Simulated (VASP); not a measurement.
# Al (P6_3/mmc) in VASP: settings compared

The runs below take Al through single point, relaxation of cell and atoms, with PBE, HF, B3LYP, PBE0.

All numbers are computed with VASP 6.6.1; they aren't measurements. Logs are shortened: lines on timing, memory, paths and dates and some standing lists are left out, and cuts for length are marked.

**1. The cell of the first run**

It takes space group P6_3/mmc (No. 194, hexagonal). Conventional cell: a = 2.812 Å, b = 2.812 Å, c = 4.867 Å, α = 90.00°, β = 90.00°, γ = 120.00°. Al (site symmetry -6m2) has 12 Al at 2.81 to 2.93 Å within 3.7 Å.

This isn't the form of Al at room conditions, which is fcc.

**2. Single point, PBE**

INCAR reads:

```
SYSTEM = Al
ALGO = Normal
EDIFF = 1E-6
ENCUT = 400
GGA = PE
GGA_COMPAT = .FALSE.
ISIF = 2
ISMEAR = 1
LASPH = .TRUE.
LCHARG = .FALSE.
LREAL = .FALSE.
LWAVE = .FALSE.
NELM = 120
PREC = Accurate
SIGMA = 0.1
```

KPOINTS reads:

```
k-points
0
Gamma
  13 13 7
```

POSCAR reads:

```
Al
1.0
    2.8124553515      0.0000000000      0.0000000000
   -1.4062276757      2.4356577814      0.0000000000
    0.0000000000      0.0000000000      4.8668500000
Al
2
Direct
    0.3333333333      0.6666666667      0.2500000000
    0.6666666667      0.3333333333      0.7500000000
```

Potentials or basis: VASP PAW PBE potentials, release 64 (Al).

Started as:

```bash
$ cat potpaw_PBE.64/Al/POTCAR > POTCAR
$ mpirun -np 1 vasp_std > vasp.out
```

OUTCAR:

```text
SYSTEM = Al
   EDIFF = 1E-6
   ENCUT = 400
   GGA = PE
   ISIF = 2
   ISMEAR = 1
   LASPH = .TRUE.
   LREAL = .FALSE.
   NELM = 120
   PREC = Accurate

 Found     84 irreducible k-points:

 Following reciprocal coordinates:
            Coordinates               Weight
  0.000000  0.000000  0.000000      1.000000
  0.076923  0.000000  0.000000      6.000000
  0.153846 -0.000000  0.000000      6.000000
  0.230769 -0.000000  0.000000      6.000000
  0.307692 -0.000000  0.000000      6.000000
  0.384615 -0.000000  0.000000      6.000000
   k-points           NKPTS =     84   k-points in BZ     NKDIM =     84   number of bands    NBANDS=      7
   number of dos      NEDOS =    301   number of ions     NIONS =      2
   total plane-waves  NPLWV =  10368
   dimension x,y,z NGX =    18 NGY =   18 NGZ =   32
   dimension x,y,z NGXF=    36 NGYF=   36 NGZF=   64
   ions per type =               2
   NGX,Y,Z   is equivalent  to a cutoff of  10.64, 10.64, 10.93 a.u.
   NGXF,Y,Z  is equivalent  to a cutoff of  21.28, 21.28, 21.86 a.u.
 SYSTEM =  Al
   PREC   = accura    normal or accurate (medium, high low for compatibility)
   ISTART =      0    job   : 0-new  1-cont  2-samecut
   ICHARG =      2    charge: 1-file 2-atom 10-const
   ISPIN  =      1    spin polarized calculation?
   LNONCOLLINEAR =      F non collinear calculations
   LSORBIT =      F    spin-orbit coupling
   LASPH  =      T    aspherical Exc in radial PAW
   ENCUT  =  400.0 eV  29.40 Ry    5.42 a.u.   4.59  4.59  7.94*2*pi/ulx,y,z
   NELM   =    120;   NELMIN=  2; NELMDL= -5     # of ELM steps
   EDIFF  = 0.1E-05   stopping-criterion for ELM
   LREAL  =      F    real-space projection
   EDIFFG = 0.1E-04   stopping-criterion for IOM
   NSW    =      0    number of steps for IOM
   IBRION =     -1    ionic relax: 0-MD 1-quasi-New 2-CG
   NFREE  =      0    steps in history (QN), initial steepest desc. (CG)
   ISIF   =      2    stress and relaxation
   ISYM   =      2    0-nonsym 1-usesym 2-fastsym
   POTIM  = 0.5000    time-step for ionic-motion
   TEBEG  =    0.0;   TEEND  =   0.0 temperature during run

   SCALEE = 1.0000    scale energy and forces
   PSTRESS=    0.0 pullay stress
   NELECT =       6.0000    total number of electrons
   NUPDOWN=      -1.0000    fix difference up-down
   EMIN   =  10.00;   EMAX   =-10.00  energy-range for DOS
   EFERMI =   0.00;   METHOD = LEGACY
   ISMEAR =     1;   SIGMA  =   0.10  broadening in eV -4-tet -1-fermi 0-gaus
   EFERMI_NEDOS =   21; number of points for ismear=-14 and -15
   IALGO  =     38    algorithm
   IMIX   =      4    mixing-type and parameters
     AMIX     =   0.40;   BMIX     =  1.00
     AMIX_MAG =   1.60;   BMIX_MAG =  1.00
  volume/ion in A,a.u.               =      16.67       112.49
  Fermi-wavevector in a.u.,A,eV,Ry     =   0.924291  1.746656 11.623640  0.854313
  Thomas-Fermi vector in A             =   2.050021
   LORBIT       =      0    0 simple, 1 ext, 2 COOP (PROOUT), +10 PAW based schemes
   GGA     = PE    functional components
   LHFCALC =     F    Hartree Fock is set to
   AEXX    =    0.0000 exact exchange contribution
   IVDW    =     0    specifies the selected vdW correction
   LEPSILON=     F    determine dielectric tensor
   LRPA    =     F    only Hartree local field effects (RPA)

   CSHIFT  =0.1000    complex shift for real part using Kramers Kronig

   OMEGAMAX=  -1.0    maximum frequency
 non-spin polarized calculation
 Methfessel and Paxton  Order N= 1 SIGMA  =   0.10
  energy-cutoff  :      400.00
  volume of cell :       33.34
 maximum number of plane-waves:       622
   NGX =  9   NGY =  9   NGZ = 15

 number of electron       6.0000000 magnetization

 Free energy of the ion-electron system (eV)
  ---------------------------------------------------
  ext. energy  EPLUGINS =         0.00000000
  ---------------------------------------------------
  free energy    TOTEN  =        -7.41869701 eV

  energy without entropy =       -7.41918021  energy(sigma->0) =       -7.41885808

 E-fermi :   7.9249     XC(G=0): -10.1591

 val. band max:        7.8784002622   @ k =   0.2308   0.2308   0.1429
 cond. band min:       7.9281205893   @ k =   0.3846  -0.0000   0.4286
 fundamental gap:      0.0497203271
 Fermi energy:         7.9248524154

 k-point     1 :       0.0000    0.0000    0.0000
  band No.  band energies     occupation
      1      -3.1746      2.00000
      2       2.8265      2.00000
      3       3.0650      2.00000
      4      19.0511      0.00000
      5      19.3290      0.00000
      6      19.3290      0.00000
      7      19.5534      0.00000

 k-point     2 :       0.0769    0.0000    0.0000
  band No.  band energies     occupation
      1      -3.0270      2.00000
      2       2.9711      2.00000
      3       3.2029      2.00000
      4      16.7790      0.00000
      5      17.9278      0.00000
      6      18.7756      0.00000
      7      20.0816      0.00000

 k-point     3 :       0.1538   -0.0000    0.0000
  band No.  band energies     occupation
      1      -2.5852      2.00000
      2       3.4025      2.00000
      3       3.6165      2.00000
      4      13.8493      0.00000
      5      16.6727      0.00000
      6      17.7442      0.00000
      7      18.9878      0.00000

 k-point     4 :       0.2308   -0.0000    0.0000
  band No.  band energies     occupation
      1      -1.8520      2.00000
      2       4.1103      2.00000
      3       4.3059      2.00000
      4      11.0539      0.00000
      5      15.6699      0.00000
      6      15.9956      0.00000
      7      16.8616      0.00000

 k-point     5 :       0.3077   -0.0000    0.0000
  band No.  band energies     occupation
      1      -0.8321      2.00000
      2       5.0596      2.00000
      3       5.2700      2.00000
      4       8.5027     -0.00000
      5      13.8370      0.00000
      6      14.2916      0.00000
      7      14.9193      0.00000

 k-point     6 :       0.3846   -0.0000    0.0000
  band No.  band energies     occupation
      1       0.4675      2.00000
      2       5.6331      2.00000
      3       6.5045      2.00000
      4       6.8249      2.00000
      5      11.7282      0.00000
      6      11.9674      0.00000
      7      14.4197      0.00000

 [... further k-points ...]

------------------------ aborting loop because EDIFF is reached ----------------------------------------

  FORCE on cell =-STRESS in cart. coord.  units (eV):
  Direction    XX          YY          ZZ          XY          YZ          ZX
  --------------------------------------------------------------------------------------
  -------------------------------------------------------------------------------------
  Total        0.2589386      0.2589386     -0.4461777      0.0000000     -0.0000000      0.0000000
  in kB       12.4439283     12.4439283    -21.4421626      0.0000000     -0.0000000      0.0000000
  external PRESSURE =       1.1485647 kB  Pullay stress =       0.0000000 kB

 VOLUME and BASIS-vectors are now :
 -----------------------------------------------------------------------------
  energy-cutoff  :      400.00
  volume of cell :       33.34
      direct lattice vectors                 reciprocal lattice vectors
     2.812455352  0.000000000  0.000000000     0.355561200  0.205283355  0.000000000
    -1.406227676  2.435657781  0.000000000     0.000000000  0.410566709  0.000000000
     0.000000000  0.000000000  4.866850000     0.000000000  0.000000000  0.205471712

 POSITION                                       TOTAL-FORCE (eV/Angst)
 -----------------------------------------------------------------------------------
     -0.00000      1.62377      1.21671        -0.000000      0.000000      0.000000
      1.40623      0.81189      3.65014         0.000000     -0.000000      0.000000
 -----------------------------------------------------------------------------------
    total drift:                                0.000000     -0.000000     -0.000000

  FREE ENERGIE OF THE ION-ELECTRON SYSTEM (eV)
  ---------------------------------------------------
  free  energy   TOTEN  =        -7.4186970065 eV

  energy  without entropy=       -7.4191802141  energy(sigma->0) =       -7.41885808
```

Wall time 13 s (1 thread of AMD EPYC 7R43 (Zen 3), shared host); peak memory 0.09 GiB.

Results:

| Quantity | Value |
| --- | --- |
| Free energy | -7.4187 eV |
| Pressure | 0.1 GPa |
| Band gap on the k mesh | zero (bands 3 and 4 overlap by 5.36 eV) |

**3. Single point, HF**

POSCAR is that of step 2.

INCAR.step1 reads:

```
SYSTEM = Al
ALGO     = Normal         ! electronic algorithm
EDIFF    = 1E-5           ! SCF threshold, eV
ENCUT    = 520            ! plane-wave cutoff, eV
GGA      = PE             ! functional
ISIF     = 2              ! what is computed and relaxed
ISMEAR   = -1             ! smearing method
LASPH    = .True.         ! aspherical terms in the spheres
LCHARG   = .False.        ! write CHGCAR
LREAL    = .False.        ! projectors in reciprocal space
LWAVE    = .True.         ! write WAVECAR
NBANDS   = 10             ! bands
NELM     = 60             ! most SCF steps
PREC     = Accurate       ! precision mode
SIGMA    = 0.05           ! smearing width, eV
```

INCAR.step2 reads:

```
SYSTEM = Al
AEXX     = 1.0            ! exact-exchange fraction
AGGAC    = 0.0          
ALDAC    = 0.0          
ALGO     = Normal         ! electronic algorithm
EDIFF    = 1E-6           ! SCF threshold, eV
ENCUT    = 520            ! plane-wave cutoff, eV
GGA      = PE             ! functional
ISIF     = 2              ! what is computed and relaxed
ISMEAR   = -1             ! smearing method
ISTART   = 1            
LASPH    = .True.         ! aspherical terms in the spheres
LCHARG   = .False.        ! write CHGCAR
LHFCALC  = .True.         ! exact exchange
LREAL    = .False.        ! projectors in reciprocal space
LWAVE    = .False.        ! write WAVECAR
NBANDS   = 10             ! bands
NELM     = 60             ! most SCF steps
PREC     = Accurate       ! precision mode
PRECFOCK = Normal       
SIGMA    = 0.05           ! smearing width, eV
```

KPOINTS reads:

```
k-points
0
Gamma
  6 6 3
  0 0 0
```

Potentials or basis: VASP PAW PBE potentials, release 64 (Al).

Started as:

```bash
$ cat potpaw_PBE.64/Al/POTCAR > POTCAR
$ cp INCAR.step1 INCAR
$ mpirun -np 1 vasp_std > vasp.out
$ cp INCAR.step2 INCAR
$ mpirun -np 1 vasp_std > vasp.out
```

OUTCAR:

```text
SYSTEM = Al
   AEXX = 1.0
   EDIFF = 1E-6
   ENCUT = 520
   GGA = PE
   ISIF = 2
   ISMEAR = -1
   ISTART = 1
   LASPH = .True.
   LHFCALC = .True.
   LREAL = .False.
   NELM = 60
   PREC = Accurate
   PRECFOCK = Normal

 ion  position               nearest neighbor table
   1  0.333  0.667  0.250-   2 2.93   2 2.93   2 2.93   2 2.93   2 2.93   2 2.93
   2  0.667  0.333  0.750-   1 2.93   1 2.93   1 2.93   1 2.93   1 2.93   1 2.93

  LATTYP: Found a hexagonal cell.
 ALAT       =     2.8124553515
 C/A-ratio  =     1.7304630267

  Lattice vectors:

 A1 = (   2.8124553515,   0.0000000000,   0.0000000000)
 A2 = (  -1.4062276757,   2.4356577814,   0.0000000000)
 A3 = (   0.0000000000,   0.0000000000,   4.8668500000)

Analysis of symmetry for initial positions (statically):
=====================================================================
 Subroutine PRICEL returns:
 Original cell was already a primitive cell.

 Routine SETGRP: Setting up the symmetry group for a
 hexagonal supercell.

 Subroutine GETGRP returns: Found 24 space group operations
[... 170 lines left out ...]

 k-point     1 :       0.0000    0.0000    0.0000
  band No.  band energies     occupation
      1     -10.5611      2.00000
      2      -1.7958      2.00000
      3       0.6080      2.00000
      4      22.0477      0.00000
      5      22.0660      0.00000
      6      26.2707      0.00000
      7      26.5426      0.00000
      8      26.5426      0.00000
      9      26.7066      0.00000
     10      27.5372      0.00000
[... 157 lines left out ...]
 k-point    14 :       0.3333    0.3333    0.3333
  band No.  band energies     occupation
      1       3.0943      2.00000
      2       3.0943      2.00000
      3       4.8594      2.00000
      4       6.5988      2.00000
      5       6.5988      2.00000
      6       8.0806      2.00000
      7      19.9268      0.00000
      8      19.9268      0.00000
      9      21.6666      0.00000
     10      24.5173      0.00000

------------------------ aborting loop because EDIFF is reached ----------------------------------------

  FORCE on cell =-STRESS in cart. coord.  units (eV):
  Direction    XX          YY          ZZ          XY          YZ          ZX
  --------------------------------------------------------------------------------------
  -------------------------------------------------------------------------------------
  Total        3.4668006      3.4668006      2.2404438      0.0000000      0.0000000     -0.0000000
  in kB      166.6055919    166.6055919    107.6700129      0.0000000      0.0000000     -0.0000000
  external PRESSURE =     146.9603989 kB  Pullay stress =       0.0000000 kB

 VOLUME and BASIS-vectors are now :
 -----------------------------------------------------------------------------
  energy-cutoff  :      520.00
  volume of cell :       33.34
      direct lattice vectors                 reciprocal lattice vectors
     2.812455352  0.000000000  0.000000000     0.355561200  0.205283355  0.000000000
    -1.406227676  2.435657781  0.000000000     0.000000000  0.410566709  0.000000000
     0.000000000  0.000000000  4.866850000     0.000000000  0.000000000  0.205471712

 POSITION                                       TOTAL-FORCE (eV/Angst)
 -----------------------------------------------------------------------------------
     -0.00000      1.62377      1.21671        -0.000000      0.000000      0.000000
      1.40623      0.81189      3.65014         0.000000     -0.000000     -0.000000
 -----------------------------------------------------------------------------------
    total drift:                                0.000000     -0.000000      0.000000

  FREE ENERGIE OF THE ION-ELECTRON SYSTEM (eV)
  ---------------------------------------------------
  free  energy   TOTEN  =       -13.3158475522 eV

  energy  without entropy=      -13.3158475521  energy(sigma->0) =      -13.31584755
```

OSZICAR.step1:

```text
N       E                     dE             d eps       ncg     rms          rms(c)
DAV:   1    -0.953635045645E-01   -0.95364E-01   -0.22886E+03   280   0.471E+02
DAV:   2    -0.717580329459E+01   -0.70804E+01   -0.69586E+01   390   0.541E+01
DAV:   3    -0.734034106452E+01   -0.16454E+00   -0.16386E+00   372   0.647E+00
DAV:   4    -0.734081014864E+01   -0.46908E-03   -0.46907E-03   356   0.421E-01
DAV:   5    -0.734081397346E+01   -0.38248E-05   -0.38244E-05   352   0.354E-02    0.175E+00
DAV:   6    -0.731539826018E+01    0.25416E-01   -0.29989E-03   320   0.297E-01    0.101E+00
DAV:   7    -0.729740623795E+01    0.17992E-01   -0.83561E-03   298   0.464E-01    0.164E-01
DAV:   8    -0.729732204929E+01    0.84189E-04   -0.86566E-05   426   0.541E-02    0.135E-02
DAV:   9    -0.729731947142E+01    0.25779E-05   -0.10942E-06   184   0.543E-03
   1 F= -.72973195E+01 E0= -.72914667E+01  d E =-.117055E-01
```

Run time: 1.9 min. Hardware: 1 thread of Intel Xeon 6975P-C (Granite Rapids), shared host; peak memory 0.15 GiB.

Results:

| Quantity | Value |
| --- | --- |
| Free energy | -13.3158 eV |
| Pressure | 14.7 GPa |
| Band gap on the k mesh | zero (bands 3 and 4 overlap by 8.40 eV) |

Caveat: the k points lie up to 0.43 Å⁻¹ apart, too coarse for converged energies and pressures of a metal; the PAW data sets were made with another functional, which shifts forces and pressure a little.

(Part 1 of 2 ends here.)
